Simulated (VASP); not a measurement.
# Nb7C4S8 (a cell with a defect) in VASP: single point with PBEsol

Aim: the single point of Nb7C4S8 (a cell with a defect) with PBEsol.

Everything below comes from runs of VASP 6.6.1. Logs are shortened: lines on timing, memory, paths and dates and some standing lists are left out, and cuts for length are marked.

### 1 The cell of the first run

The cell holds a defect, 19 atoms: a = 6.543 Å, b = 6.543 Å, c = 8.689 Å, α = 100.85°, β = 100.85°, γ = 60.00°.

### 2 Single point, PBEsol

Input file INCAR:

```
PREC = Accurate ; ENCUT = 520
EDIFF = 1E-7 ; ISMEAR = -1
SIGMA = 0.05 ; LREAL = Auto
LASPH = T ; NELM = 60
ALGO = Normal ; ISIF = 2
LWAVE = F ; LCHARG = F
GGA = PS ; NBANDS = 92
```

Input file KPOINTS:

```
regular mesh
0
Gamma
  3 3 2
```

Input file POSCAR:

```
Nb7C4S8
1.0
    3.2713142500      5.6660824900      0.0000000000
   -3.2713142500      5.6660824900      0.0000000000
    0.0000000000     -1.8886941600      8.4813790000
Nb S C
7 8 4
Direct
    0.1984834580      0.1899306263      0.1497115033
    0.3079675072      0.3196857333      0.8670556993
    0.3064055388      0.8081259101      0.8673887819
    0.6878526111      0.1896540659      0.1504379182
    0.8096626246      0.3114069159      0.8595639931
    0.6882520420      0.7002343822      0.1497217610
    0.8179302687      0.8097479304      0.8670604155
    0.1178485247      0.1099630089      0.6726641976
    0.3803902285      0.3998334844      0.3215395751
    0.1120772255      0.6138248030      0.6750165274
    0.3786322526      0.8803410077      0.3182385789
    0.6070158061      0.1087432846      0.6713956539
    0.8886895650      0.3904338563      0.3337156611
    0.6082171849      0.6195878442      0.6726560622
    0.8980339384      0.8822228618      0.3215872089
   -0.0072383536      0.0118487762     -0.0054857824
   -0.0080339930      0.4937031911     -0.0061805987
    0.5007572206      0.0024947868      0.0069452149
    0.5100796400      0.4945394026     -0.0054861362
```

Potentials or basis: VASP PAW PBE potentials, release 64 (Nb_sv, S, C).

Started as:

```bash
$ cat potpaw_PBE.64/Nb_sv/POTCAR potpaw_PBE.64/S/POTCAR potpaw_PBE.64/C/POTCAR > POTCAR
$ mpirun -np 1 vasp_std > vasp.out
```

OUTCAR:

```text
PREC = Accurate
   ENCUT = 520
   EDIFF = 1E-7
   ISMEAR = -1
   LREAL = Auto
   LASPH = T
   NELM = 60
   ISIF = 2
   GGA = PS

 ion  position               nearest neighbor table
   1  0.198  0.190  0.150-  18 2.21  17 2.29  16 2.30  11 2.39   9 2.39  13 2.48
   2  0.308  0.320  0.867-  19 2.18  17 2.19  18 2.26  10 2.46  12 2.51   8 2.52
   3  0.306  0.808  0.867-  19 2.18  16 2.18  18 2.27  10 2.46  14 2.51   8 2.51
   4  0.688  0.190  0.150-  18 2.21  19 2.30  16 2.30   9 2.40  15 2.40  13 2.48
   5  0.810  0.311  0.860-  17 2.14  16 2.15  19 2.15   8 2.49  14 2.49  12 2.51
   6  0.688  0.700  0.150-  18 2.21  17 2.29  19 2.30  11 2.39  15 2.39  13 2.48
   7  0.818  0.810  0.867-  16 2.18  17 2.19  18 2.26  10 2.46  12 2.51  14 2.52
   8  0.118  0.110  0.673-   5 2.49   3 2.51   2 2.52
   9  0.380  0.400  0.322-   1 2.39   4 2.40
  10  0.112  0.614  0.675-   3 2.46   2 2.46   7 2.46
  11  0.379  0.880  0.318-   1 2.39   6 2.39
  12  0.607  0.109  0.671-   7 2.51   2 2.51   5 2.51
  13  0.889  0.390  0.334-   4 2.48   6 2.48   1 2.48
  14  0.608  0.620  0.673-   5 2.49   3 2.51   7 2.52
  15  0.898  0.882  0.322-   6 2.39   4 2.40
  16  0.993  0.012  0.995-   5 2.15   7 2.18   3 2.18   4 2.30   1 2.30
  17  0.992  0.494  0.994-   5 2.14   2 2.19   7 2.19   6 2.29   1 2.29
  18  0.501  0.002  0.007-   6 2.21   1 2.21   4 2.21   7 2.26   2 2.26   3 2.27
  19  0.510  0.495  0.995-   5 2.15   2 2.18   3 2.18   4 2.30   6 2.30

  LATTYP: Found a base centered monoclinic cell.
 ALAT       =    11.3321649800
 B/A-ratio  =     0.5773502690
 C/A-ratio  =     0.7667668613
 COS(beta)  =    -0.2173628971

  Lattice vectors:

 A1 = (   3.2713142500,   5.6660824900,   0.0000000000)
 A2 = (  -3.2713142500,   5.6660824900,   0.0000000000)
 A3 = (   0.0000000000,  -1.8886941600,   8.4813790000)

Analysis of symmetry for initial positions (statically):
=====================================================================
 Subroutine PRICEL returns:
 Original cell was already a primitive cell.

 Routine SETGRP: Setting up the symmetry group for a
 base centered monoclinic supercell.

 Subroutine GETGRP returns: Found  1 space group operations
 (whereof  1 operations were pure point group operations)
 out of a pool of  4 trial point group operations.

The static configuration has the point symmetry C_1 .

Analysis of symmetry for dynamics (positions and initial velocities):
=====================================================================
 Subroutine PRICEL returns:
 Original cell was already a primitive cell.

 Routine SETGRP: Setting up the symmetry group for a
 base centered monoclinic supercell.

 Subroutine GETGRP returns: Found  1 space group operations
 (whereof  1 operations were pure point group operations)
 out of a pool of  4 trial point group operations.

The dynamic configuration has the point symmetry C_1 .

 Subroutine INISYM returns: Found  1 space group operations
 (whereof  1 operations are pure point group operations),
 and found     1 'primitive' translations

----------------------------------------------------------------------------------------

                                     Primitive cell

  volume of cell :     314.4138

  direct lattice vectors                    reciprocal lattice vectors
     3.271314250  5.666082490  0.000000000     0.152843769  0.088244391  0.019650892
    -3.271314250  5.666082490  0.000000000    -0.152843769  0.088244391  0.019650892
     0.000000000 -1.888694160  8.481379000     0.000000000  0.000000000  0.117905355

  length of vectors
     6.542628501  6.542628501  8.689128574     0.177579413  0.177579413  0.117905355

  position of ions in fractional coordinates (direct lattice)
     0.198483458  0.189930626  0.149711503
     0.307967507  0.319685733  0.867055699
     0.306405539  0.808125910  0.867388782
     0.687852611  0.189654066  0.150437918
     0.809662625  0.311406916  0.859563993
     0.688252042  0.700234382  0.149721761
[... 11 lines left out ...]
     0.500757221  0.002494787  0.006945215
     0.510079640  0.494539403  0.994513864

  ion indices of the primitive-cell ions
   primitive index   ion index
                 1           1
                 2           2
                 3           3
                 4           4
                 5           5
                 6           6
[... 11 lines left out ...]
                18          18
                19          19

----------------------------------------------------------------------------------------

 KPOINTS: regular mesh

Automatic generation of k-mesh.
 Grid dimensions read from file:
 generate k-points for:    3    3    2

 Generating k-lattice:

  Cartesian coordinates                     Fractional coordinates (reciprocal lattice)
     0.050947923  0.029414797  0.006550297     0.333333333  0.000000000  0.000000000
    -0.050947923  0.029414797  0.006550297     0.000000000  0.333333333  0.000000000
     0.000000000  0.000000000  0.058952677     0.000000000  0.000000000  0.500000000

  Length of vectors
     0.059193138  0.059193138  0.058952677

  Shift w.r.t. Gamma in fractional coordinates (k-lattice)
     0.000000000  0.000000000  0.000000000

 Subroutine IBZKPT returns following result:
 ===========================================

 Found     10 irreducible k-points:

 Following reciprocal coordinates:
            Coordinates               Weight
  0.000000  0.000000  0.000000      1.000000
  0.333333 -0.000000  0.000000      2.000000
  0.000000 -0.333333  0.000000      2.000000
  0.333333  0.333333  0.000000      2.000000
 -0.333333  0.333333  0.000000      2.000000
  0.000000  0.000000  0.500000      1.000000
  0.333333 -0.000000  0.500000      2.000000
  0.000000 -0.333333  0.500000      2.000000
  0.333333  0.333333  0.500000      2.000000
 -0.333333  0.333333  0.500000      2.000000
   k-points           NKPTS =     10   k-points in BZ     NKDIM =     10   number of bands    NBANDS=     92
   number of dos      NEDOS =    301   number of ions     NIONS =     19
   total plane-waves  NPLWV = 175000
   dimension x,y,z NGX =    50 NGY =   50 NGZ =   70
   dimension x,y,z NGXF=   100 NGYF=  100 NGZF=  140
   ions per type =               7   8   4
   NGX,Y,Z   is equivalent  to a cutoff of  12.70, 12.70, 13.39 a.u.
   NGXF,Y,Z  is equivalent  to a cutoff of  25.41, 25.41, 26.79 a.u.
 SYSTEM =  unknown system
   PREC   = accura    normal or accurate (medium, high low for compatibility)
   ISTART =      0    job   : 0-new  1-cont  2-samecut
   ICHARG =      2    charge: 1-file 2-atom 10-const
   ISPIN  =      1    spin polarized calculation?
   LNONCOLLINEAR =      F non collinear calculations
   LSORBIT =      F    spin-orbit coupling
   LASPH  =      T    aspherical Exc in radial PAW
   ENCUT  =  520.0 eV  38.22 Ry    6.18 a.u.  12.16 12.16 16.16*2*pi/ulx,y,z
   NELM   =     60;   NELMIN=  2; NELMDL= -5     # of ELM steps
   EDIFF  = 0.1E-06   stopping-criterion for ELM
   LREAL  =      T    real-space projection
   EDIFFG = 0.1E-05   stopping-criterion for IOM
   NSW    =      0    number of steps for IOM
   IBRION =     -1    ionic relax: 0-MD 1-quasi-New 2-CG
   NFREE  =      0    steps in history (QN), initial steepest desc. (CG)
   ISIF   =      2    stress and relaxation
   ISYM   =      2    0-nonsym 1-usesym 2-fastsym
   POTIM  = 0.5000    time-step for ionic-motion
   TEBEG  =    0.0;   TEEND  =   0.0 temperature during run
   PSTRESS=    0.0 pullay stress
   NELECT =     155.0000    total number of electrons
   NUPDOWN=      -1.0000    fix difference up-down
   EMIN   =  10.00;   EMAX   =-10.00  energy-range for DOS
   EFERMI =   0.00;   METHOD = LEGACY
   ISMEAR =    -1;   SIGMA  =   0.05  broadening in eV -4-tet -1-fermi 0-gaus
   EFERMI_NEDOS =   21; number of points for ismear=-14 and -15
   IALGO  =     38    algorithm
   IMIX   =      4    mixing-type and parameters
     AMIX     =   0.40;   BMIX     =  1.00
     AMIX_MAG =   1.60;   BMIX_MAG =  1.00
  volume/ion in A,a.u.               =      16.55       111.67
  Fermi-wavevector in a.u.,A,eV,Ry     =   1.293257  2.443901 22.755932  1.672514
  Thomas-Fermi vector in A             =   2.424914
   LORBIT       =      0    0 simple, 1 ext, 2 COOP (PROOUT), +10 PAW based schemes
   GGA     = PS    functional components
   LHFCALC =     F    Hartree Fock is set to
   AEXX    =    0.0000 exact exchange contribution
   IVDW    =     0    specifies the selected vdW correction
   LEPSILON=     F    determine dielectric tensor
   LRPA    =     F    only Hartree local field effects (RPA)
 non-spin polarized calculation
  energy-cutoff  :      520.00
  volume of cell :      314.41
 maximum number of plane-waves:      8481
 NGX is ok and might be reduce to    50
   NGX = 25   NGY = 25   NGZ = 33

 number of electron     154.9999998 magnetization

 Free energy of the ion-electron system (eV)
  ---------------------------------------------------
  ext. energy  EPLUGINS =         0.00000000
  ---------------------------------------------------
  free energy    TOTEN  =      -163.45293881 eV

  energy without entropy =     -163.37694480  energy(sigma->0) =     -163.41494181

 E-fermi :   7.3263     XC(G=0): -11.1074

 val. band max:        7.3022490638   @ k =  -0.3333   0.3333   0.0000
 cond. band min:       7.3642994800   @ k =   0.3333   0.3333   0.5000
 fundamental gap:      0.0620504162
 Fermi energy:         7.3263453566

 k-point     1 :       0.0000    0.0000    0.0000
  band No.  band energies     occupation
      1     -48.0067      2.00000
      2     -47.9569      2.00000
      3     -47.9542      2.00000
      4     -47.9515      2.00000
      5     -47.8028      2.00000
      6     -47.7723      2.00000
[... 81 lines left out ...]
     88       9.5242      0.00000
     89       9.9273      0.00000

 k-point     2 :       0.3333   -0.0000    0.0000
  band No.  band energies     occupation
      1     -47.9941      2.00000
      2     -47.9680      2.00000
      3     -47.9547      2.00000
      4     -47.9531      2.00000
      5     -47.7975      2.00000
      6     -47.7739      2.00000
[... 734 lines left out ...]
      5     -47.7925      2.00000
      6     -47.7797      2.00000
[... 81 lines left out ...]
     88       9.6774      0.00000
     89       9.7824      0.00000
 [bands above 89 left out]

------------------------ aborting loop because EDIFF is reached ----------------------------------------

  FORCE on cell =-STRESS in cart. coord.  units (eV):
  Direction    XX          YY          ZZ          XY          YZ          ZX
  --------------------------------------------------------------------------------------
  -------------------------------------------------------------------------------------
  Total       -6.1832296     -6.7070534     -3.1793792     -0.0007717      0.0486323      0.0020615
  in kB      -31.5082537    -34.1775340    -16.2013532     -0.0039321      0.2478185      0.0105050
  external PRESSURE =     -27.2957136 kB  Pullay stress =       0.0000000 kB

 VOLUME and BASIS-vectors are now :
 -----------------------------------------------------------------------------
  energy-cutoff  :      520.00
  volume of cell :      314.41
      direct lattice vectors                 reciprocal lattice vectors
     3.271314250  5.666082490  0.000000000     0.152843769  0.088244391  0.019650892
    -3.271314250  5.666082490  0.000000000    -0.152843769  0.088244391  0.019650892
     0.000000000 -1.888694160  8.481379000     0.000000000  0.000000000  0.117905355

 POSITION                                       TOTAL-FORCE (eV/Angst)
 -----------------------------------------------------------------------------------
      0.02798      1.91803      1.26976         0.003721      0.003660      0.004449
     -0.03833      1.91873      7.35383        -0.003500      0.005506     -0.004037
     -1.64129      4.67680      7.35665        -0.000235     -0.003970     -0.007761
      1.62976      4.68789      1.27592         0.000615     -0.004065      0.002192
      1.62995      4.72862      7.29029        -0.000952     -0.002505     -0.000032
     -0.03920      7.58450      1.26985        -0.004088      0.003325      0.003656
[... 11 lines left out ...]
      1.62997      2.83835      0.05890         0.002886     -0.007532      0.004003
      0.05084      3.81392      8.43485         0.004728      0.003031     -0.007007
 -----------------------------------------------------------------------------------
    total drift:                               -0.007411     -0.005039     -0.022682

  FREE ENERGIE OF THE ION-ELECTRON SYSTEM (eV)
  ---------------------------------------------------
  free  energy   TOTEN  =      -163.4529388144 eV

  energy  without entropy=     -163.3769448045  energy(sigma->0) =     -163.41494181
```

Run time: 8.7 min. Hardware: 1 thread of Intel Xeon 6975P-C (Granite Rapids), shared host; peak memory 0.51 GiB.

What came out:

```yaml
Free_energy: -163.4529 eV
Pressure: -2.7 GPa
Largest_force: 0.023 eV/Å
Band_gap_on_the_k_mesh: zero (an odd number of electrons rules out a gap without spin polarisation)
```

Forces in eV/Å, atoms in the order of the input:
```
Nb   0.004  0.004  0.004
Nb  -0.004  0.006 -0.004
Nb   0.000 -0.004 -0.008
Nb   0.001 -0.004  0.002
Nb  -0.001 -0.003  0.000
Nb  -0.004  0.003  0.004
Nb   0.005  0.005 -0.005
S    0.001 -0.002  0.022
S    0.012 -0.008 -0.015
S    0.001 -0.001  0.022
S   -0.002  0.018 -0.013
S    0.000 -0.001  0.023
S   -0.002  0.000 -0.019
S   -0.002 -0.001  0.023
S   -0.010 -0.009 -0.015
C   -0.006  0.004 -0.011
C    0.000 -0.003 -0.008
C    0.003 -0.008  0.004
C    0.005  0.003 -0.007
```

Stress tensor (GPa, compression positive):
```
-3.15  0.00  0.00
 0.00 -3.42  0.02
 0.00  0.02 -1.62
```

Caveat: the k points lie up to 0.37 Å⁻¹ apart, too coarse for converged energies and pressures of a metal; the PAW data sets were made with another functional, which shifts forces and pressure a little.

The gap in the log of VASP goes by the Fermi energy; the results here count the filled bands.